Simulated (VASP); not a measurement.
# W (Cmcm) in VASP: further runs

The runs below take W through single point, with PBE.

Program: VASP 6.6.1. These are calculated values, not measurements. Logs are shortened: lines on timing, memory, paths and dates and some standing lists are left out, and cuts for length are marked.

## (1) The cell of the first run

It takes space group Cmcm (No. 63, orthorhombic). Conventional cell: a = 4.502 Å, b = 3.184 Å, c = 4.502 Å, α = 90.00°, β = 90.00°, γ = 90.00°. Within 3.4 Å of W (site symmetry m2m) lie 14 W at 2.60 to 3.20 Å.

## (2) Single point, PBE (atoms displaced along a vibrational mode)

Contents of INCAR:

```
SYSTEM = W
  PREC = Accurate
  ENCUT = 520
  EDIFF = 1E-6
  ISMEAR = 0
  SIGMA = 0.15
  LREAL = .False.
  LASPH = .True.
  NELM = 80
  ALGO = Fast
  ISIF = 2
  LWAVE = .False.
  LCHARG = .False.
  GGA = PE
  NBANDS = 21
```

Contents of KPOINTS:

```
Automatic mesh
0
Gamma
  22 22 14
  0 0 0
```

Contents of POSCAR:

```
W
1.0
   -1.5917793224      1.5917793224      1.5917793224
    1.5917793224     -1.5917793224      1.5917793224
    3.1835586449      3.1835586449      0.0000000000
W
2
Direct
    0.0471170840      0.0471170840      0.0000000000
    0.4528829160      0.4528829160      0.5000000000
```

Potentials or basis: VASP PAW PBE potentials, release 64 (W_sv).

Run with:

```
cat potpaw_PBE.64/W_sv/POTCAR > POTCAR
mpirun -np 1 vasp_std > vasp.out
```

OUTCAR:

```text
SYSTEM = W
   PREC = Accurate
   ENCUT = 520
   EDIFF = 1E-6
   ISMEAR = 0
   LREAL = .False.
   LASPH = .True.
   NELM = 80
   ISIF = 2
   GGA = PE

 ion  position               nearest neighbor table
   1  0.047  0.047  0.000-   2 2.60   2 2.60   2 2.94   2 2.94   2 3.20   2 3.20   2 3.20   2 3.20

   2  0.453  0.453  0.500-   1 2.60   1 2.60   1 2.94   1 2.94   1 3.20   1 3.20   1 3.20   1 3.20

  LATTYP: Found a base centered orthorhombic cell.
 ALAT       =     3.1835586448
 B/A-ratio  =     1.4142135624
 C/A-ratio  =     1.4142135624

  Lattice vectors:

 A1 = (  -1.5917793224,   1.5917793224,   1.5917793224)
 A2 = (   1.5917793224,  -1.5917793224,   1.5917793224)
 A3 = (   3.1835586449,   3.1835586449,   0.0000000000)

Analysis of symmetry for initial positions (statically):
=====================================================================
 Subroutine PRICEL returns:
 Original cell was already a primitive cell.

 Routine SETGRP: Setting up the symmetry group for a
 base centered orthorhombic supercell.

 Subroutine GETGRP returns: Found  8 space group operations
 (whereof  4 operations were pure point group operations)
 out of a pool of  8 trial point group operations.

The static configuration has the point symmetry C_2v.
 The point group associated with its full space group is D_2h.

Analysis of symmetry for dynamics (positions and initial velocities):
=====================================================================
 Subroutine PRICEL returns:
 Original cell was already a primitive cell.

 Routine SETGRP: Setting up the symmetry group for a
 base centered orthorhombic supercell.

 Subroutine GETGRP returns: Found  8 space group operations
 (whereof  4 operations were pure point group operations)
 out of a pool of  8 trial point group operations.

The dynamic configuration has the point symmetry C_2v.
 The point group associated with its full space group is D_2h.

 Subroutine INISYM returns: Found  8 space group operations
 (whereof  4 operations are pure point group operations),
 and found     1 'primitive' translations

----------------------------------------------------------------------------------------

                                     Primitive cell

  volume of cell :      32.2655

  direct lattice vectors                    reciprocal lattice vectors
[... 79 lines left out ...]
   ISTART =      0    job   : 0-new  1-cont  2-samecut
   ICHARG =      2    charge: 1-file 2-atom 10-const
   ISPIN  =      1    spin polarized calculation?
   LNONCOLLINEAR =      F non collinear calculations
   LSORBIT =      F    spin-orbit coupling
   LASPH  =      T    aspherical Exc in radial PAW
   ENCUT  =  520.0 eV  38.22 Ry    6.18 a.u.   5.13  5.13  8.37*2*pi/ulx,y,z
   NELM   =     80;   NELMIN=  2; NELMDL= -5     # of ELM steps
   EDIFF  = 0.1E-05   stopping-criterion for ELM
   LREAL  =      F    real-space projection
   EDIFFG = 0.1E-04   stopping-criterion for IOM
   NSW    =      0    number of steps for IOM
   IBRION =     -1    ionic relax: 0-MD 1-quasi-New 2-CG
   NFREE  =      0    steps in history (QN), initial steepest desc. (CG)
   ISIF   =      2    stress and relaxation
   ISYM   =      2    0-nonsym 1-usesym 2-fastsym
   POTIM  = 0.5000    time-step for ionic-motion
   TEBEG  =    0.0;   TEEND  =   0.0 temperature during run
   PSTRESS=    0.0 pullay stress
   NELECT =      28.0000    total number of electrons
   NUPDOWN=      -1.0000    fix difference up-down
   EMIN   =  10.00;   EMAX   =-10.00  energy-range for DOS
   EFERMI =   0.00;   METHOD = LEGACY
   ISMEAR =     0;   SIGMA  =   0.15  broadening in eV -4-tet -1-fermi 0-gaus
   EFERMI_NEDOS =   21; number of points for ismear=-14 and -15
   IALGO  =     68    algorithm
   IMIX   =      4    mixing-type and parameters
     AMIX     =   0.40;   BMIX     =  1.00
     AMIX_MAG =   1.60;   BMIX_MAG =  1.00
  volume/ion in A,a.u.               =      16.13       108.87
  Fermi-wavevector in a.u.,A,eV,Ry     =   1.561522  2.950848 33.175760  2.438350
  Thomas-Fermi vector in A             =   2.664575
   LORBIT       =      0    0 simple, 1 ext, 2 COOP (PROOUT), +10 PAW based schemes
   GGA     = PE    functional components
   LHFCALC =     F    Hartree Fock is set to
   AEXX    =    0.0000 exact exchange contribution
   IVDW    =     0    specifies the selected vdW correction
   LEPSILON=     F    determine dielectric tensor
   LRPA    =     F    only Hartree local field effects (RPA)
 non-spin polarized calculation
 RMM-DIIS sequential band-by-band and
 Gauss-broadening in eV      SIGMA  =   0.15
  energy-cutoff  :      520.00
  volume of cell :       32.27
 maximum number of plane-waves:       902
 NGX is ok and might be reduce to    24
   NGX = 11   NGY = 11   NGZ = 17

 number of electron      28.0000000 magnetization

 Free energy of the ion-electron system (eV)
  ---------------------------------------------------
  ext. energy  EPLUGINS =         0.00000000
  ---------------------------------------------------
  free energy    TOTEN  =       -25.62446738 eV

  energy without entropy =      -25.61322108  energy(sigma->0) =      -25.61884423

 E-fermi :  11.0771     XC(G=0): -13.5214

 val. band max:       11.0764261294   @ k =   0.0909   0.0000   0.2143
 cond. band min:      11.0770808762   @ k =   0.2727   0.1818   0.1429
 fundamental gap:      0.0006547469
 Fermi energy:        11.0770528795

 k-point     1 :       0.0000    0.0000    0.0000
  band No.  band energies     occupation
      1     -62.9694      2.00000
      2     -62.8179      2.00000
      3     -27.8627      2.00000
      4     -26.9457      2.00000
      5     -26.5931      2.00000
      6     -26.5868      2.00000
[... 565 lines left out ...]
     20      19.3564      0.00000
     21      20.6246      0.00000

 [... further k-points ...]
[... 5 lines left out ...]
  --------------------------------------------------------------------------------------
  -------------------------------------------------------------------------------------
  Total        1.0831819      1.0831819      1.1508626      1.0142870      0.0000000      0.0000000
  in kB       53.7865147     53.7865147     57.1472687     50.3654690      0.0000000      0.0000000
  external PRESSURE =      54.9067660 kB  Pullay stress =       0.0000000 kB

 VOLUME and BASIS-vectors are now :
 -----------------------------------------------------------------------------
  energy-cutoff  :      520.00
  volume of cell :       32.27
      direct lattice vectors                 reciprocal lattice vectors
    -1.591779322  1.591779322  1.591779322    -0.157056947  0.157056947  0.314113893
     1.591779322 -1.591779322  1.591779322     0.157056947 -0.157056947  0.314113893
     3.183558645  3.183558645  0.000000000     0.157056947  0.157056947  0.000000000

 POSITION                                       TOTAL-FORCE (eV/Angst)
 -----------------------------------------------------------------------------------
      0.00000      0.00000      0.15000         0.000000      0.000000     -2.079088
      1.59178      1.59178      1.44178        -0.000000     -0.000000      2.079088
 -----------------------------------------------------------------------------------
    total drift:                               -0.000000     -0.000000      0.000000

  FREE ENERGIE OF THE ION-ELECTRON SYSTEM (eV)
  ---------------------------------------------------
  free  energy   TOTEN  =       -25.6244673811 eV

  energy  without entropy=      -25.6132210825  energy(sigma->0) =      -25.61884423
```

OSZICAR:

```text
N       E                     dE             d eps       ncg     rms          rms(c)
DAV:   1     0.272102804117E+03    0.27210E+03   -0.15809E+04 44760   0.155E+03
DAV:   2    -0.176945846973E+02   -0.28980E+03   -0.28158E+03 48327   0.461E+02
DAV:   3    -0.267099732022E+02   -0.90154E+01   -0.88397E+01 51230   0.801E+01
DAV:   4    -0.267961959172E+02   -0.86223E-01   -0.86149E-01 48519   0.828E+00
DAV:   5    -0.267970529379E+02   -0.85702E-03   -0.85701E-03 50870   0.858E-01    0.289E+01
RMM:   6    -0.258666693752E+02    0.93038E+00   -0.10644E+00 46342   0.815E+00    0.121E+01
RMM:   7    -0.256283924663E+02    0.23828E+00   -0.83158E-01 49278   0.694E+00    0.977E-01
RMM:   8    -0.256240497311E+02    0.43427E-02   -0.37551E-02 56068   0.160E+00    0.334E-01
RMM:   9    -0.256243754941E+02   -0.32576E-03   -0.76902E-03 55702   0.779E-01    0.972E-02
RMM:  10    -0.256244503497E+02   -0.74856E-04   -0.10239E-03 59752   0.314E-01    0.422E-02
RMM:  11    -0.256244622357E+02   -0.11886E-04   -0.29248E-04 57034   0.165E-01    0.186E-02
RMM:  12    -0.256244671212E+02   -0.48855E-05   -0.67965E-05 58469   0.807E-02    0.197E-02
RMM:  13    -0.256244664900E+02    0.63117E-06   -0.15947E-05 50601   0.391E-02    0.170E-03
RMM:  14    -0.256244673811E+02   -0.89112E-06   -0.24245E-06 37881   0.156E-02
   1 F= -.25624467E+02 E0= -.25618844E+02  d E =-.112463E-01
```

It took 15 min on 1 thread of Intel Xeon 8259CL, shared host; peak memory 0.62 GiB.

Results:

| Quantity | Value |
| --- | --- |
| Free energy | -25.6245 eV |
| Pressure | 5.5 GPa |
| Largest force | 2.079 eV/Å |
| Band gap on the k mesh | zero (bands 14 and 15 overlap by 2.48 eV) |

Forces on the atoms (eV/Å):
```
W    0.000  0.000 -2.079
W    0.000  0.000  2.079
```

Caveat: the cell differs from its parent crystal (atoms displaced along a vibrational mode); the cell stands under pressure; spin-orbit coupling is left out, which moves the levels of the heavy elements; forces of over 1 eV/Å act on the atoms, so gaps and moduli don't describe the material at rest.

## (3) Single point, PBE (atoms displaced along a vibrational mode)

Contents of INCAR:

```
SYSTEM = W
PREC = Accurate
ENCUT = 520
EDIFF = 1E-6
ISMEAR = 0
SIGMA = 0.15
LREAL = .False.
LASPH = .True.
NELM = 80
ALGO = Fast
ISIF = 2
LWAVE = .False.
LCHARG = .False.
GGA = PE
NBANDS = 21
```

Contents of KPOINTS:

```
regular mesh
0
Gamma
  22 22 14
  0 0 0
```

Contents of POSCAR:

```
W
1.0
   -1.5917793224      1.5917793224      1.5917793224
    1.5917793224     -1.5917793224      1.5917793224
    3.1835586449      3.1835586449      0.0000000000
W
2
Direct
   -0.0235585420     -0.0235585420      0.0000000000
    0.5235585420      0.5235585420      0.5000000000
```

Potentials or basis: VASP PAW PBE potentials, release 64 (W_sv).

Run with:

```
cat potpaw_PBE.64/W_sv/POTCAR > POTCAR
mpirun -np 1 vasp_std > vasp.out
```

OUTCAR:

```text
SYSTEM = W
   PREC = Accurate
   ENCUT = 520
   EDIFF = 1E-6
   ISMEAR = 0
   LREAL = .False.
   LASPH = .True.
   NELM = 80
   ISIF = 2
   GGA = PE

 ion  position               nearest neighbor table
   1  0.976  0.976  0.000-   2 2.67   2 2.67   2 2.85   2 2.85   2 3.19   2 3.19   2 3.19   2 3.19

   2  0.524  0.524  0.500-   1 2.67   1 2.67   1 2.85   1 2.85   1 3.19   1 3.19   1 3.19   1 3.19

  LATTYP: Found a base centered orthorhombic cell.
 ALAT       =     3.1835586448
 B/A-ratio  =     1.4142135624
 C/A-ratio  =     1.4142135624

  Lattice vectors:

 A1 = (  -1.5917793224,   1.5917793224,   1.5917793224)
 A2 = (   1.5917793224,  -1.5917793224,   1.5917793224)
 A3 = (   3.1835586449,   3.1835586449,   0.0000000000)

Analysis of symmetry for initial positions (statically):
=====================================================================
 Subroutine PRICEL returns:
 Original cell was already a primitive cell.

 Routine SETGRP: Setting up the symmetry group for a
 base centered orthorhombic supercell.

 Subroutine GETGRP returns: Found  8 space group operations
[... 158 lines left out ...]

 number of electron      27.9999997 magnetization

 Free energy of the ion-electron system (eV)
  ---------------------------------------------------
  ext. energy  EPLUGINS =         0.00000000
  ---------------------------------------------------
  free energy    TOTEN  =       -25.84754875 eV

  energy without entropy =      -25.83676677  energy(sigma->0) =      -25.84215776

 E-fermi :  11.1540     XC(G=0): -13.5364

 val. band max:       11.1509732890   @ k =   0.0000   0.0000   0.1429
 cond. band min:      11.1556001835   @ k =   0.4091   0.0455   0.5000
 fundamental gap:      0.0046268945
 Fermi energy:        11.1540419444

 k-point     1 :       0.0000    0.0000    0.0000
  band No.  band energies     occupation
      1     -63.0047      2.00000
      2     -62.8739      2.00000
      3     -27.8274      2.00000
      4     -26.9875      2.00000
      5     -26.6028      2.00000
      6     -26.5998      2.00000
[... 565 lines left out ...]
     20      19.3794      0.00000
     21      20.7371      0.00000

 [... further k-points ...]
[... 5 lines left out ...]
  --------------------------------------------------------------------------------------
  -------------------------------------------------------------------------------------
  Total        0.3597365      0.3597365      0.4095205      0.2151203      0.0000000      0.0000000
  in kB       17.8630859     17.8630859     20.3351650     10.6820186      0.0000000      0.0000000
  external PRESSURE =      18.6871123 kB  Pullay stress =       0.0000000 kB

 VOLUME and BASIS-vectors are now :
 -----------------------------------------------------------------------------
  energy-cutoff  :      520.00
  volume of cell :       32.27
      direct lattice vectors                 reciprocal lattice vectors
    -1.591779322  1.591779322  1.591779322    -0.157056947  0.157056947  0.314113893
     1.591779322 -1.591779322  1.591779322     0.157056947 -0.157056947  0.314113893
     3.183558645  3.183558645  0.000000000     0.157056947  0.157056947  0.000000000

 POSITION                                       TOTAL-FORCE (eV/Angst)
 -----------------------------------------------------------------------------------
      0.00000      0.00000      3.10856         0.000000      0.000000      0.924468
      1.59178      1.59178      1.66678        -0.000000     -0.000000     -0.924468
 -----------------------------------------------------------------------------------
    total drift:                               -0.000000     -0.000000     -0.000000

  FREE ENERGIE OF THE ION-ELECTRON SYSTEM (eV)
  ---------------------------------------------------
  free  energy   TOTEN  =       -25.8475487479 eV

  energy  without entropy=      -25.8367667674  energy(sigma->0) =      -25.84215776
```

stdout:

```text
POSCAR found type information on POSCAR W
 POSCAR found :  1 types and       2 ions
 scaLAPACK will be used
 LDA part: xc-table for (Slater+PW92), standard interpolation
 POSCAR, INCAR and KPOINTS ok, starting setup
 FFT: planning ... GRIDC
 FFT: planning ... GRID_SOFT
 FFT: planning ... GRID
 WAVECAR not read
 entering main loop
WARNING in EDDRMM: call to ZHEGV failed, returncode =   8  4     20
WARNING in EDDRMM: call to ZHEGV failed, returncode =   8  4     20
WARNING in EDDRMM: call to ZHEGV failed, returncode =   8  4     21
WARNING in EDDRMM: call to ZHEGV failed, returncode =   8  4     21
WARNING in EDDRMM: call to ZHEGV failed, returncode =   8  4     19
WARNING in EDDRMM: call to ZHEGV failed, returncode =   8  4     21
WARNING in EDDRMM: call to ZHEGV failed, returncode =   6  3     20
WARNING in EDDRMM: call to ZHEGV failed, returncode =   8  4     21
WARNING in EDDRMM: call to ZHEGV failed, returncode =   6  3     18
WARNING in EDDRMM: call to ZHEGV failed, returncode =   8  4     20
WARNING in EDDRMM: call to ZHEGV failed, returncode =   8  4     19
WARNING in EDDRMM: call to ZHEGV failed, returncode =   6  3     21
WARNING in EDDRMM: call to ZHEGV failed, returncode =   8  4     20
WARNING in EDDRMM: call to ZHEGV failed, returncode =   8  4     19
WARNING in EDDRMM: call to ZHEGV failed, returncode =   6  3     18
WARNING in EDDRMM: call to ZHEGV failed, returncode =   6  3     20
```

Wall time 17 min (1 thread of Intel Xeon 8259CL, shared host); peak memory 0.63 GiB.

What came out:

| Item | Value |
| --- | --- |
| Free energy | -25.8475 eV |
| Pressure | 1.9 GPa |
| Largest force | 0.924 eV/Å |
| Band gap on the k mesh | zero (bands 14 and 15 overlap by 3.17 eV) |

Forces on the atoms (eV/Å):
```
W    0.000  0.000  0.924
W    0.000  0.000 -0.924
```

Stress tensor (GPa, compression positive):
```
1.79 1.07 0.00
1.07 1.79 0.00
0.00 0.00 2.03
```

Caveat: the cell differs from its parent crystal (atoms displaced along a vibrational mode); spin-orbit coupling is left out, which moves the levels of the heavy elements.
